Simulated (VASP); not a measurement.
# Cu3O2 (I4/mmm) in VASP: a series of runs, part 3 of 3

VASP 6.6.1. The steps go on from the part before.

### Step 4. Single point, PBEsol (volume scaled by 1.04)

File INCAR:

```
SYSTEM = Cu3O2
PREC = Accurate
ENCUT = 520
EDIFF = 1E-6
ISMEAR = -1
SIGMA = 0.05
LREAL = .FALSE.
LASPH = .TRUE.
NELM = 60
ALGO = Normal
ISIF = 2
LWAVE = .FALSE.
LCHARG = .TRUE.
GGA = PS
LELF = .TRUE.
LVHAR = .TRUE.
NBANDS = 30
```

File KPOINTS:

```
Automatic mesh
0
G
  9 9 9
  0 0 0
```

File POSCAR:

```
Cu3O2
1.0
   -2.0496032371      2.0496032371      3.7219596096
    2.0496032371     -2.0496032371      3.7219596096
    2.0496032371      2.0496032371     -3.7219596096
Cu O
3 2
Direct
    0.0000000000      0.0000000000      0.0000000000
    0.7500000000      0.2500000000      0.5000000000
    0.2500000000      0.7500000000      0.5000000000
    0.5000000000      0.0000000000      0.5000000000
    0.0000000000      0.5000000000      0.5000000000
```

Potentials or basis: VASP PAW PBE potentials, release 64 (Cu, O).

The run is started by

```console
$ cat potpaw_PBE.64/Cu/POTCAR potpaw_PBE.64/O/POTCAR > POTCAR
$ mpirun -np 1 vasp_std > vasp.out
```

OUTCAR:

```text
SYSTEM = Cu3O2
   PREC = Accurate
   ENCUT = 520
   EDIFF = 1E-6
   ISMEAR = -1
   LREAL = .FALSE.
   LASPH = .TRUE.
   NELM = 60
   ISIF = 2
   GGA = PS

 ion  position               nearest neighbor table
   1  0.000  0.000  0.000-   4 2.05   5 2.05   5 2.05   4 2.05   2 2.77   3 2.77   2 2.77   3 2.77
                             2 2.77   2 2.77   3 2.77   3 2.77
   2  0.750  0.250  0.500-   4 1.86   5 1.86   1 2.77   1 2.77   1 2.77   1 2.77
   3  0.250  0.750  0.500-   4 1.86   5 1.86   1 2.77   1 2.77   1 2.77   1 2.77
   4  0.500  0.000  0.500-   2 1.86   3 1.86   1 2.05   1 2.05
   5  0.000  0.500  0.500-   2 1.86   3 1.86   1 2.05   1 2.05

  LATTYP: Found a body centered tetragonal cell.
 ALAT       =     4.0992064742
 C/A-ratio  =     1.8159415160

  Lattice vectors:

 A1 = (  -2.0496032371,   2.0496032371,   3.7219596096)
 A2 = (   2.0496032371,  -2.0496032371,   3.7219596096)
 A3 = (   2.0496032371,   2.0496032371,  -3.7219596096)

Analysis of symmetry for initial positions (statically):
=====================================================================
 Subroutine PRICEL returns:
 Original cell was already a primitive cell.

 Routine SETGRP: Setting up the symmetry group for a
 body centered tetragonal supercell.

 Subroutine GETGRP returns: Found 16 space group operations
 (whereof 16 operations were pure point group operations)
 out of a pool of 16 trial point group operations.

The static configuration has the point symmetry D_4h.

Analysis of symmetry for dynamics (positions and initial velocities):
=====================================================================
 Subroutine PRICEL returns:
 Original cell was already a primitive cell.

 Routine SETGRP: Setting up the symmetry group for a
 body centered tetragonal supercell.

 Subroutine GETGRP returns: Found 16 space group operations
 (whereof 16 operations were pure point group operations)
 out of a pool of 16 trial point group operations.

The dynamic configuration has the point symmetry D_4h.

 Subroutine INISYM returns: Found 16 space group operations
 (whereof 16 operations are pure point group operations),
 and found     1 'primitive' translations

----------------------------------------------------------------------------------------

                                     Primitive cell

  volume of cell :      62.5419

  direct lattice vectors                    reciprocal lattice vectors
    -2.049603237  2.049603237  3.721959610     0.000000000  0.243949654  0.134337836
     2.049603237 -2.049603237  3.721959610     0.243949654  0.000000000  0.134337836
     2.049603237  2.049603237 -3.721959610     0.243949654  0.243949654  0.000000000

  length of vectors
     4.717491939  4.717491939  4.717491939     0.278492527  0.278492527  0.344996909

  position of ions in fractional coordinates (direct lattice)
     0.000000000  0.000000000  0.000000000
     0.750000000  0.250000000  0.500000000
     0.250000000  0.750000000  0.500000000
     0.500000000  0.000000000  0.500000000
     0.000000000  0.500000000  0.500000000

  ion indices of the primitive-cell ions
   primitive index   ion index
[... 27 lines left out ...]
 Subroutine IBZKPT returns following result:
 ===========================================

 Found     75 irreducible k-points:

 Following reciprocal coordinates:
            Coordinates               Weight
  0.000000  0.000000  0.000000      1.000000
  0.111111  0.000000  0.000000      8.000000
  0.222222 -0.000000  0.000000      8.000000
  0.333333 -0.000000  0.000000      8.000000
  0.444444 -0.000000  0.000000      8.000000
  0.111111  0.111111  0.000000      8.000000
[... 16 lines left out ...]
 -0.333333  0.333333  0.000000      4.000000
  0.444444  0.444444  0.000000      8.000000
 [... further k-points ...]
   k-points           NKPTS =     75   k-points in BZ     NKDIM =     75   number of bands    NBANDS=     30
   number of dos      NEDOS =    301   number of ions     NIONS =      5
   total plane-waves  NPLWV =  46656
   dimension x,y,z NGX =    36 NGY =   36 NGZ =   36
   dimension x,y,z NGXF=    72 NGYF=   72 NGZF=   72
   ions per type =               3   2
   NGX,Y,Z   is equivalent  to a cutoff of  12.69, 12.69, 12.69 a.u.
   NGXF,Y,Z  is equivalent  to a cutoff of  25.37, 25.37, 25.37 a.u.
 SYSTEM =  Cu3O2
   PREC   = accura    normal or accurate (medium, high low for compatibility)
   ISTART =      0    job   : 0-new  1-cont  2-samecut
   ICHARG =      2    charge: 1-file 2-atom 10-const
   ISPIN  =      1    spin polarized calculation?
   LNONCOLLINEAR =      F non collinear calculations
   LSORBIT =      F    spin-orbit coupling
   LASPH  =      T    aspherical Exc in radial PAW
   ENCUT  =  520.0 eV  38.22 Ry    6.18 a.u.   8.77  8.77  8.77*2*pi/ulx,y,z
   NELM   =     60;   NELMIN=  2; NELMDL= -5     # of ELM steps
   EDIFF  = 0.1E-05   stopping-criterion for ELM
   LREAL  =      F    real-space projection
   EDIFFG = 0.1E-04   stopping-criterion for IOM
   NSW    =      0    number of steps for IOM
   IBRION =     -1    ionic relax: 0-MD 1-quasi-New 2-CG
   NFREE  =      0    steps in history (QN), initial steepest desc. (CG)
   ISIF   =      2    stress and relaxation
   ISYM   =      2    0-nonsym 1-usesym 2-fastsym
   POTIM  = 0.5000    time-step for ionic-motion
   TEBEG  =    0.0;   TEEND  =   0.0 temperature during run
   PSTRESS=    0.0 pullay stress
   NELECT =      45.0000    total number of electrons
   NUPDOWN=      -1.0000    fix difference up-down
   EMIN   =  10.00;   EMAX   =-10.00  energy-range for DOS
   EFERMI =   0.00;   METHOD = LEGACY
   ISMEAR =    -1;   SIGMA  =   0.05  broadening in eV -4-tet -1-fermi 0-gaus
   EFERMI_NEDOS =   21; number of points for ismear=-14 and -15
   IALGO  =     38    algorithm
   IMIX   =      4    mixing-type and parameters
     AMIX     =   0.40;   BMIX     =  1.00
     AMIX_MAG =   1.60;   BMIX_MAG =  1.00
  volume/ion in A,a.u.               =      12.51        84.41
  Fermi-wavevector in a.u.,A,eV,Ry     =   1.466972  2.772176 29.279844  2.152008
  Thomas-Fermi vector in A             =   2.582646
   LORBIT       =      0    0 simple, 1 ext, 2 COOP (PROOUT), +10 PAW based schemes
   GGA     = PS    functional components
   LHFCALC =     F    Hartree Fock is set to
   AEXX    =    0.0000 exact exchange contribution
   IVDW    =     0    specifies the selected vdW correction
   LEPSILON=     F    determine dielectric tensor
   LRPA    =     F    only Hartree local field effects (RPA)
 non-spin polarized calculation
  energy-cutoff  :      520.00
  volume of cell :       62.54
 maximum number of plane-waves:      1698
   NGX = 17   NGY = 17   NGZ = 17

 number of electron      44.9999994 magnetization

 Free energy of the ion-electron system (eV)
  ---------------------------------------------------
  ext. energy  EPLUGINS =         0.00000000
  ---------------------------------------------------
  free energy    TOTEN  =       -24.83827513 eV

  energy without entropy =      -24.82074142  energy(sigma->0) =      -24.82950828

 E-fermi :   3.7591     XC(G=0): -11.2031

 val. band max:        3.7477453205   @ k =  -0.3333   0.4444   0.2222
 cond. band min:       3.7785436566   @ k =  -0.3333  -0.3333   0.1111
 fundamental gap:      0.0307983361
 Fermi energy:         3.7590811311

 k-point     1 :       0.0000    0.0000    0.0000
  band No.  band energies     occupation
      1     -14.9906      2.00000
      2     -13.8444      2.00000
      3      -2.5344      2.00000
      4      -1.5186      2.00000
      5      -1.5186      2.00000
      6      -1.0268      2.00000
[... 781 lines left out ...]
     29      14.0667      0.00000
     30      14.4038      0.00000

 [... further k-points ...]

------------------------ aborting loop because EDIFF is reached ----------------------------------------

  FORCE on cell =-STRESS in cart. coord.  units (eV):
  Direction    XX          YY          ZZ          XY          YZ          ZX
  --------------------------------------------------------------------------------------
  -------------------------------------------------------------------------------------
  Total       -2.8930199     -2.8930199     -5.7925933      0.0000000      0.0000000      0.0000000
  in kB      -74.1123795    -74.1123795   -148.3926448      0.0000000      0.0000000      0.0000000
  external PRESSURE =     -98.8724679 kB  Pullay stress =       0.0000000 kB

 VOLUME and BASIS-vectors are now :
 -----------------------------------------------------------------------------
  energy-cutoff  :      520.00
  volume of cell :       62.54
      direct lattice vectors                 reciprocal lattice vectors
    -2.049603237  2.049603237  3.721959610     0.000000000  0.243949654  0.134337836
     2.049603237 -2.049603237  3.721959610     0.243949654  0.000000000  0.134337836
     2.049603237  2.049603237 -3.721959610     0.243949654  0.243949654  0.000000000

 POSITION                                       TOTAL-FORCE (eV/Angst)
 -----------------------------------------------------------------------------------
      0.00000      0.00000      0.00000         0.000000      0.000000      0.000000
     -0.00000      2.04960      1.86098        -0.000000      0.000000     -0.000000
      2.04960     -0.00000      1.86098        -0.000000     -0.000000      0.000000
      0.00000      2.04960      0.00000         0.000000      0.000000      0.000000
      2.04960      0.00000      0.00000         0.000000      0.000000      0.000000
 -----------------------------------------------------------------------------------
    total drift:                                0.000000      0.000000      0.000000

  FREE ENERGIE OF THE ION-ELECTRON SYSTEM (eV)
  ---------------------------------------------------
  free  energy   TOTEN  =       -24.8382751333 eV

  energy  without entropy=      -24.8207414209  energy(sigma->0) =      -24.82950828
```

OSZICAR:

```text
N       E                     dE             d eps       ncg     rms          rms(c)
DAV:   1     0.435974250546E+03    0.43597E+03   -0.20763E+04  4572   0.228E+03
DAV:   2     0.380622772278E+02   -0.39791E+03   -0.37400E+03  4566   0.439E+02
DAV:   3    -0.285121277700E+02   -0.66574E+02   -0.62847E+02  6136   0.202E+02
DAV:   4    -0.320465100114E+02   -0.35344E+01   -0.34948E+01  6310   0.504E+01
DAV:   5    -0.320858212845E+02   -0.39311E-01   -0.39263E-01  6030   0.574E+00    0.195E+01
DAV:   6    -0.297166895218E+02    0.23691E+01   -0.62177E+01  6376   0.169E+02    0.158E+01
DAV:   7    -0.247660074965E+02    0.49507E+01   -0.18046E+01  5676   0.117E+02    0.329E+00
DAV:   8    -0.249528022536E+02   -0.18679E+00   -0.26404E+00  6312   0.138E+01    0.228E+00
DAV:   9    -0.248709602211E+02    0.81842E-01   -0.17390E-01  6840   0.111E+01    0.160E+00
DAV:  10    -0.248528557286E+02    0.18104E-01   -0.86692E-02  7596   0.815E+00    0.101E+00
DAV:  11    -0.248552894262E+02   -0.24337E-02   -0.15110E-02  5434   0.939E-01    0.111E+00
DAV:  12    -0.248458158279E+02    0.94736E-02   -0.53900E-03  7566   0.140E+00    0.763E-01
DAV:  13    -0.248414553222E+02    0.43605E-02   -0.44122E-03  6972   0.848E-01    0.491E-01
DAV:  14    -0.248391925575E+02    0.22628E-02   -0.23766E-03  7398   0.505E-01    0.276E-01
DAV:  15    -0.248383401950E+02    0.85236E-03   -0.20984E-03  6946   0.389E-01    0.846E-02
DAV:  16    -0.248382730981E+02    0.67097E-04   -0.36041E-04  7108   0.192E-01    0.940E-03
DAV:  17    -0.248382752719E+02   -0.21738E-05   -0.28522E-05  5236   0.540E-02    0.331E-03
DAV:  18    -0.248382751333E+02    0.13865E-06   -0.56616E-07  3138   0.115E-02
   1 F= -.24838275E+02 E0= -.24829508E+02  d E =-.175337E-01
```

stdout:

```text
POSCAR found type information on POSCAR CuO
 POSCAR found :  2 types and       5 ions
 scaLAPACK will be used
 -----------------------------------------------------------------------------
|                                                                             |
|                                                                             |
|     You enforced a specific xc type in the INCAR file but a different       |
|     I HOPE YOU KNOW WHAT YOU ARE DOING!                                     |
|                                                                             |
 -----------------------------------------------------------------------------

 LDA part: xc-table for (Slater+PW92), standard interpolation
 POSCAR, INCAR and KPOINTS ok, starting setup
 FFT: planning ... GRIDC
 FFT: planning ... GRID_SOFT
 FFT: planning ... GRID
 WAVECAR not read
 entering main loop
```

Wall time 3.4 min (1 thread of Intel Xeon Platinum 8259CL at 2.50GHz (Skylake/Cascade Lake), shared host); peak memory 0.27 GiB.

What came out:

```yaml
Free_energy: -24.8383 eV
Pressure: -9.9 GPa
```

Caveat: the PAW data sets were made with another functional, which shifts forces and pressure a little; an odd number of electrons without spin polarisation forces a metal; a magnetic or distorted state may lie lower.

### Step 5. Summary

```csv
cell,gap on the mesh (eV),pressure (GPa)
"a = 4.656 Å, angles 128.5, 128.5, 75.8°, 5 atoms",none,-5.3
"a = 4.687 Å, angles 128.5, 128.5, 75.8°, 5 atoms",none,-7.7
"a = 4.717 Å, angles 128.5, 128.5, 75.8°, 5 atoms",none,-9.9
```

Alike in all rows: task single point; level PBEsol; potentials or basis VASP PAW PBE potentials, release 64 (Cu, O); no spin polarisation; k mesh 9 × 9 × 9; cutoff (eV) 520; smearing fermi-dirac 0.05 eV.

Caveats: the PAW data sets were made with another functional, which shifts forces and pressure a little; an odd number of electrons without spin polarisation forces a metal; a magnetic or distorted state may lie lower.

Absolute energies hang on the potentials; compare differences alone.
